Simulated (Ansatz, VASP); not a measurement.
# Two plane-wave programs on GaN

```
Ga N
1.0
     3.22770    0.00000    0.00000
    -1.61385    2.79527    0.00000
     0.00000    0.00000    5.24349
Ga N
2 2
Direct
  0.33333 0.66667 0.00000
  0.66667 0.33333 0.50000
  0.33333 0.66667 0.37500
  0.66667 0.33333 0.87500
```

Change from the starting cell: strain +0.015 along x and y, +0.015 along z, atoms carried along.

Alike in both runs: task single point; functional r2SCAN; k mesh 12 × 12 × 6; occupations gaussian, width 0.05 eV; no spin polarisation.

|  | VASP | Ansatz |
| --- | --- | --- |
| version | VASP 6.6.1 | Ansatz 0.2.0 |
| potentials or method | VASP PAW PBE potentials, release 64 (Ga_d, N), cutoff 520 eV | scalar-relativistic, plane waves, PAW |
| valence electrons in the cell | 36 | 36 |

```tsv
	VASP	Ansatz	Ansatz less VASP
gap on the k mesh at the Fermi level (eV)	2.06	2.07	+0.005
least direct gap on the mesh (eV)	2.06	2.07	+0.005
pressure (GPa)	-6.1	-7.1	-1.00
traceless stress, the component that is largest in VASP (GPa)	1.15	1.12	-0.031
rms of the force components (eV/Å)	0.071	0.074	+0.0030
```

VASP's potentials were made for PBE, not for r2SCAN. Atom by atom the forces differ by 0.003 eV/Å (rms over components).
